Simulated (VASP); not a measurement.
# SrCa3 (Pm-3m) in VASP: a series of runs

Runs on SrCa3. Level: LDA. Tasks: single point, relaxation of cell and atoms.

Everything below comes from runs of VASP 6.6.1. Logs are shortened: lines on timing, memory, paths and dates and some standing lists are left out, and cuts for length are marked.

## (1) The cell of the first run

It takes space group Pm-3m (No. 221, cubic). The conventional cell has a = 5.449 Å, b = 5.449 Å, c = 5.449 Å, α = 90.00°, β = 90.00°, γ = 90.00°. Sr (site symmetry m-3m) has 12 Ca at 3.85 Å within 5.1 Å. Ca (site symmetry 4/mmm) has 4 Sr at 3.85 Å and 8 Ca at 3.85 Å within 5.1 Å.

## (2) Single point, LDA

Contents of INCAR:

```
SYSTEM = SrCa3
PREC = Accurate ; ENCUT = 520
EDIFF = 1E-6 ; ISMEAR = 1
SIGMA = 0.02 ; LREAL = .False.
LASPH = .True. ; NELM = 60
ALGO = Normal ; ISIF = 2
LWAVE = .False. ; LCHARG = .True.
GGA = CA ; LELF = .True.
LVHAR = .True. ; NBANDS = 28
```

Contents of KPOINTS:

```
Automatic mesh
0
Gamma
  8 8 8
  0 0 0
```

Contents of POSCAR:

```
SrCa3
1.0
    5.4494465036      0.0000000000      0.0000000000
    0.0000000000      5.4494465036      0.0000000000
    0.0000000000      0.0000000000      5.4494465036
Sr Ca
1 3
Direct
    0.0000000000      0.0000000000      0.0000000000
    0.0000000000      0.5000000000      0.5000000000
    0.5000000000      0.0000000000      0.5000000000
    0.5000000000      0.5000000000      0.0000000000
```

Potentials or basis: VASP PAW LDA potentials, release 64 (Sr_sv, Ca_sv).

Run with:

```sh
cat potpaw_LDA.64/Sr_sv/POTCAR potpaw_LDA.64/Ca_sv/POTCAR > POTCAR
mpirun -np 1 vasp_std > vasp.out
```

OUTCAR:

```text
SYSTEM = SrCa3
   PREC = Accurate
   ENCUT = 520
   EDIFF = 1E-6
   ISMEAR = 1
   LREAL = .False.
   LASPH = .True.
   NELM = 60
   ISIF = 2
   GGA = CA

 ion  position               nearest neighbor table
   1  0.000  0.000  0.000-   2 3.85   3 3.85   4 3.85   2 3.85   3 3.85   2 3.85   4 3.85   2 3.85
                             3 3.85   4 3.85   3 3.85   4 3.85
   2  0.000  0.500  0.500-   1 3.85   1 3.85   1 3.85   1 3.85
   3  0.500  0.000  0.500-   1 3.85   1 3.85   1 3.85   1 3.85
   4  0.500  0.500  0.000-   1 3.85   1 3.85   1 3.85   1 3.85

  LATTYP: Found a simple cubic cell.
 ALAT       =     5.4494465036

  Lattice vectors:

 A1 = (   5.4494465036,   0.0000000000,   0.0000000000)
 A2 = (   0.0000000000,   5.4494465036,   0.0000000000)
 A3 = (   0.0000000000,   0.0000000000,   5.4494465036)

Analysis of symmetry for initial positions (statically):
=====================================================================
 Subroutine PRICEL returns:
 Original cell was already a primitive cell.

 Routine SETGRP: Setting up the symmetry group for a
 simple cubic supercell.

 Subroutine GETGRP returns: Found 48 space group operations
 (whereof 48 operations were pure point group operations)
 out of a pool of 48 trial point group operations.

The static configuration has the point symmetry O_h .

Analysis of symmetry for dynamics (positions and initial velocities):
=====================================================================
 Subroutine PRICEL returns:
 Original cell was already a primitive cell.

 Routine SETGRP: Setting up the symmetry group for a
 simple cubic supercell.

 Subroutine GETGRP returns: Found 48 space group operations
 (whereof 48 operations were pure point group operations)
 out of a pool of 48 trial point group operations.

The dynamic configuration has the point symmetry O_h .

 Subroutine INISYM returns: Found 48 space group operations
 (whereof 48 operations are pure point group operations),
 and found     1 'primitive' translations

----------------------------------------------------------------------------------------

                                     Primitive cell

  volume of cell :     161.8293

  direct lattice vectors                    reciprocal lattice vectors
     5.449446504  0.000000000  0.000000000     0.183504875  0.000000000  0.000000000
     0.000000000  5.449446504  0.000000000     0.000000000  0.183504875  0.000000000
     0.000000000  0.000000000  5.449446504     0.000000000  0.000000000  0.183504875

  length of vectors
     5.449446504  5.449446504  5.449446504     0.183504875  0.183504875  0.183504875

  position of ions in fractional coordinates (direct lattice)
     0.000000000  0.000000000  0.000000000
     0.000000000  0.500000000  0.500000000
     0.500000000  0.000000000  0.500000000
     0.500000000  0.500000000  0.000000000

  ion indices of the primitive-cell ions
   primitive index   ion index
                 1           1
                 2           2
                 3           3
                 4           4

----------------------------------------------------------------------------------------

 KPOINTS: Automatic mesh

Automatic generation of k-mesh.
 Grid dimensions read from file:
 generate k-points for:    8    8    8

 Generating k-lattice:

  Cartesian coordinates                     Fractional coordinates (reciprocal lattice)
     0.022938109  0.000000000  0.000000000     0.125000000  0.000000000  0.000000000
     0.000000000  0.022938109  0.000000000     0.000000000  0.125000000  0.000000000
     0.000000000  0.000000000  0.022938109     0.000000000  0.000000000  0.125000000

  Length of vectors
     0.022938109  0.022938109  0.022938109

  Shift w.r.t. Gamma in fractional coordinates (k-lattice)
     0.000000000  0.000000000  0.000000000

 Subroutine IBZKPT returns following result:
 ===========================================

 Found     35 irreducible k-points:

 Following reciprocal coordinates:
            Coordinates               Weight
  0.000000  0.000000  0.000000      1.000000
  0.125000  0.000000  0.000000      6.000000
  0.250000  0.000000  0.000000      6.000000
  0.375000  0.000000  0.000000      6.000000
  0.500000  0.000000  0.000000      3.000000
  0.125000  0.125000  0.000000     12.000000
[... 16 lines left out ...]
  0.375000  0.375000  0.125000     24.000000
  0.500000  0.375000  0.125000     24.000000
 [... further k-points ...]
   k-points           NKPTS =     35   k-points in BZ     NKDIM =     35   number of bands    NBANDS=     28
   number of dos      NEDOS =    301   number of ions     NIONS =      4
   total plane-waves  NPLWV =  74088
   dimension x,y,z NGX =    42 NGY =   42 NGZ =   42
   dimension x,y,z NGXF=    84 NGYF=   84 NGZF=   84
   ions per type =               1   3
   NGX,Y,Z   is equivalent  to a cutoff of  12.81, 12.81, 12.81 a.u.
   NGXF,Y,Z  is equivalent  to a cutoff of  25.63, 25.63, 25.63 a.u.
 SYSTEM =  SrCa3
   PREC   = accura    normal or accurate (medium, high low for compatibility)
   ISTART =      0    job   : 0-new  1-cont  2-samecut
   ICHARG =      2    charge: 1-file 2-atom 10-const
   ISPIN  =      1    spin polarized calculation?
   LNONCOLLINEAR =      F non collinear calculations
   LSORBIT =      F    spin-orbit coupling
   LASPH  =      T    aspherical Exc in radial PAW
   ENCUT  =  520.0 eV  38.22 Ry    6.18 a.u.  10.13 10.13 10.13*2*pi/ulx,y,z
   NELM   =     60;   NELMIN=  2; NELMDL= -5     # of ELM steps
   EDIFF  = 0.1E-05   stopping-criterion for ELM
   LREAL  =      F    real-space projection
   EDIFFG = 0.1E-04   stopping-criterion for IOM
   NSW    =      0    number of steps for IOM
   IBRION =     -1    ionic relax: 0-MD 1-quasi-New 2-CG
   NFREE  =      0    steps in history (QN), initial steepest desc. (CG)
   ISIF   =      2    stress and relaxation
   ISYM   =      2    0-nonsym 1-usesym 2-fastsym
   POTIM  = 0.5000    time-step for ionic-motion
   TEBEG  =    0.0;   TEEND  =   0.0 temperature during run
   PSTRESS=    0.0 pullay stress
   NELECT =      40.0000    total number of electrons
   NUPDOWN=      -1.0000    fix difference up-down
   EMIN   =  10.00;   EMAX   =-10.00  energy-range for DOS
   EFERMI =   0.00;   METHOD = LEGACY
   ISMEAR =     1;   SIGMA  =   0.02  broadening in eV -4-tet -1-fermi 0-gaus
   EFERMI_NEDOS =   21; number of points for ismear=-14 and -15
   IALGO  =     38    algorithm
   IMIX   =      4    mixing-type and parameters
     AMIX     =   0.40;   BMIX     =  1.00
     AMIX_MAG =   1.60;   BMIX_MAG =  1.00
  volume/ion in A,a.u.               =      40.46       273.02
  Fermi-wavevector in a.u.,A,eV,Ry     =   1.027407  1.941517 14.361830  1.055565
  Thomas-Fermi vector in A             =   2.161350
   LORBIT       =      0    0 simple, 1 ext, 2 COOP (PROOUT), +10 PAW based schemes
   GGA     = CA    functional components
   LHFCALC =     F    Hartree Fock is set to
   AEXX    =    0.0000 exact exchange contribution
   IVDW    =     0    specifies the selected vdW correction
   LEPSILON=     F    determine dielectric tensor
   LRPA    =     F    only Hartree local field effects (RPA)
 non-spin polarized calculation
 Methfessel and Paxton  Order N= 1 SIGMA  =   0.02
  energy-cutoff  :      520.00
  volume of cell :      161.83
 maximum number of plane-waves:      4388
 NGX is ok and might be reduce to    42
   NGX = 21   NGY = 21   NGZ = 21

 number of electron      40.0000015 magnetization

 Free energy of the ion-electron system (eV)
  ---------------------------------------------------
  ext. energy  EPLUGINS =         0.00000000
  ---------------------------------------------------
  free energy    TOTEN  =        -8.45618358 eV

  energy without entropy =       -8.45609045  energy(sigma->0) =       -8.45615253

 E-fermi :   2.1329     XC(G=0):  -8.2223

 val. band max:        2.1215766565   @ k =   0.3750   0.1250   0.0000
 cond. band min:       2.1386457578   @ k =   0.3750   0.2500   0.1250
 fundamental gap:      0.0170691013
 Fermi energy:         2.1328743990

 k-point     1 :       0.0000    0.0000    0.0000
  band No.  band energies     occupation
      1     -39.3255      2.00000
      2     -39.3075      2.00000
      3     -39.3075      2.00000
      4     -33.7380      2.00000
      5     -20.6721      2.00000
      6     -20.6721      2.00000
[... 20 lines left out ...]
     27       4.4320      0.00000
     28       4.4320      0.00000

 k-point     2 :       0.1250    0.0000    0.0000
  band No.  band energies     occupation
      1     -39.3249      2.00000
      2     -39.3081      2.00000
      3     -39.3075      2.00000
      4     -33.7380      2.00000
      5     -20.6695      2.00000
      6     -20.6695      2.00000
[... 20 lines left out ...]
     27       4.3258      0.00000
     28       4.4737      0.00000

 k-point     3 :       0.2500    0.0000    0.0000
  band No.  band energies     occupation
      1     -39.3232      2.00000
      2     -39.3098      2.00000
      3     -39.3075      2.00000
      4     -33.7380      2.00000
      5     -20.6625      2.00000
      6     -20.6625      2.00000
[... 20 lines left out ...]
     27       4.0425      0.00000
     28       4.5993      0.00000

 k-point     4 :       0.3750    0.0000    0.0000
  band No.  band energies     occupation
      1     -39.3209      2.00000
      2     -39.3121      2.00000
      3     -39.3075      2.00000
      4     -33.7380      2.00000
      5     -20.6539      2.00000
      6     -20.6539      2.00000
[... 578 lines left out ...]
     27       4.0520      0.00000
     28       4.1459      0.00000

 k-point    23 :       0.3750    0.3750    0.1250
  band No.  band energies     occupation
      1     -39.3169      2.00000
      2     -39.3126      2.00000
      3     -39.3109      2.00000
      4     -33.7379      2.00000
      5     -20.6683      2.00000
      6     -20.6550      2.00000
[... 20 lines left out ...]
     27       3.6357      0.00000
     28       4.2269      0.00000

 k-point    24 :       0.5000    0.3750    0.1250
  band No.  band energies     occupation
      1     -39.3156      2.00000
      2     -39.3134      2.00000
      3     -39.3113      2.00000
      4     -33.7379      2.00000
      5     -20.6653      2.00000
      6     -20.6613      2.00000
[... 20 lines left out ...]
     27       3.9020      0.00000
     28       3.9689      0.00000

 [... further k-points ...]

------------------------ aborting loop because EDIFF is reached ----------------------------------------

  FORCE on cell =-STRESS in cart. coord.  units (eV):
  Direction    XX          YY          ZZ          XY          YZ          ZX
  --------------------------------------------------------------------------------------
  -------------------------------------------------------------------------------------
  Total       -0.0390672     -0.0390672     -0.0390672     -0.0000000      0.0000000      0.0000000
  in kB       -0.3867818     -0.3867818     -0.3867818     -0.0000000      0.0000000      0.0000000
  external PRESSURE =      -0.3867818 kB  Pullay stress =       0.0000000 kB

 VOLUME and BASIS-vectors are now :
 -----------------------------------------------------------------------------
  energy-cutoff  :      520.00
  volume of cell :      161.83
      direct lattice vectors                 reciprocal lattice vectors
     5.449446504  0.000000000  0.000000000     0.183504875  0.000000000  0.000000000
     0.000000000  5.449446504  0.000000000     0.000000000  0.183504875  0.000000000
     0.000000000  0.000000000  5.449446504     0.000000000  0.000000000  0.183504875

 POSITION                                       TOTAL-FORCE (eV/Angst)
 -----------------------------------------------------------------------------------
      0.00000      0.00000      0.00000         0.000000      0.000000      0.000000
      0.00000      2.72472      2.72472         0.000000      0.000000      0.000000
      2.72472      0.00000      2.72472         0.000000      0.000000      0.000000
      2.72472      2.72472      0.00000         0.000000      0.000000      0.000000
 -----------------------------------------------------------------------------------
    total drift:                                0.000000     -0.000000     -0.000000

  FREE ENERGIE OF THE ION-ELECTRON SYSTEM (eV)
  ---------------------------------------------------
  free  energy   TOTEN  =        -8.4561835756 eV

  energy  without entropy=       -8.4560904487  energy(sigma->0) =       -8.45615253
```

Wall time 51 s (1 thread of AMD EPYC 9R45 (Zen 5), shared host); peak memory 0.27 GiB.

What came out:

```
Free energy            : -8.4562 eV
Pressure               : 0.0 GPa
Band gap on the k mesh : zero (band 20 reaches 2.32 eV, above the bottom of band 21 at 2.00 eV)
```

## (3) Relaxation of cell and atoms, LDA

This run uses another cell than the first one, of 46.71 Å³/atom, 1.155 times its volume.

Contents of INCAR:

```
SYSTEM = SrCa3
PREC = Accurate ; ENCUT = 600
EDIFF = 1E-6 ; ISMEAR = 1
SIGMA = 0.02 ; LREAL = .False.
LASPH = .True. ; NELM = 60
ALGO = Normal ; ISIF = 3
LWAVE = .False. ; LCHARG = .False.
GGA = CA ; IBRION = 2
NSW = 80 ; EDIFFG = -0.03
```

KPOINTS is that of step 2.

Contents of POSCAR:

```
SrCa3
1.0
    5.7167657700      0.0000000000      0.0000000000
    0.0000000000      5.7167657700      0.0000000000
    0.0000000000      0.0000000000      5.7167657700
Sr Ca
1 3
Direct
    0.0000000000      0.0000000000      0.0000000000
    0.0000000000      0.5000000000      0.5000000000
    0.5000000000      0.0000000000      0.5000000000
    0.5000000000      0.5000000000      0.0000000000
```

Potentials or basis: VASP PAW LDA potentials, release 64 (Sr_sv, Ca_sv).

Run with:

```sh
cat potpaw_LDA.64/Sr_sv/POTCAR potpaw_LDA.64/Ca_sv/POTCAR > POTCAR
mpirun -np 1 vasp_std > vasp.out
```

Wall time 4 min (1 thread of AMD EPYC 9R45 (Zen 5), shared host); peak memory 0.37 GiB.

The run converged. Its results:

```
Free energy                            : -8.4575 eV
Relaxed volume                         : 40.39 Å³/atom
Relaxed cell                           : a = 5.446 Å, b = 5.446 Å, c = 5.446 Å, α = 90.00°, β = 90.00°, γ = 90.00°
Space group after relaxing (to 0.05 Å) : Pm-3m (No. 221)
Energy gained by relaxing              : 42.3 meV/atom
Ionic steps                            : 4
Pressure after relaxing                : 0.0 GPa
Band gap on the k mesh                 : zero (band 20 reaches 2.33 eV, above the bottom of band 21 at 2.00 eV)
```

Step by step:
| step | energy change (eV) | largest force (eV/Å) | pressure (GPa) | volume (Å³) |
| --- | --- | --- | --- | --- |
| 1 | 0.0000 | 0.0000 | -1.95 | 186.83 |
| 2 | -0.1383 | 0.0000 | -0.93 | 171.89 |
| 3 | -0.1680 | 0.0000 | -0.19 | 163.54 |
| 4 | -0.1691 | 0.0000 | -0.01 | 161.56 |

Final structure:
```
CELL_PARAMETERS angstrom
5.44641 0.00000 0.00000
0.00000 5.44641 0.00000
0.00000 0.00000 5.44641
ATOMIC_POSITIONS crystal
Sr 0.00000 0.00000 0.00000
Ca 0.00000 0.50000 0.50000
Ca 0.50000 0.00000 0.50000
Ca 0.50000 0.50000 0.00000
```

Levels at points of the mesh, in eV from the Fermi level:
| k point | band 18 | band 19 | band 20 | band 21 | band 22 | band 23 |
| --- | --- | --- | --- | --- | --- | --- |
| (0.00, 0.00, 0.00) | -0.78 | -0.78 | -0.49 | 0.34 | 0.34 | 0.34 |
| (0.50, 0.00, 0.00) | -2.66 | -0.07 | 0.19 | 0.55 | 0.55 | 0.82 |
| (0.50, 0.50, 0.00) | -1.41 | -1.41 | -1.40 | 0.82 | 0.82 | 0.85 |
| (0.50, 0.50, 0.50) | -1.24 | -1.24 | -0.86 | -0.13 | 0.16 | 0.16 |
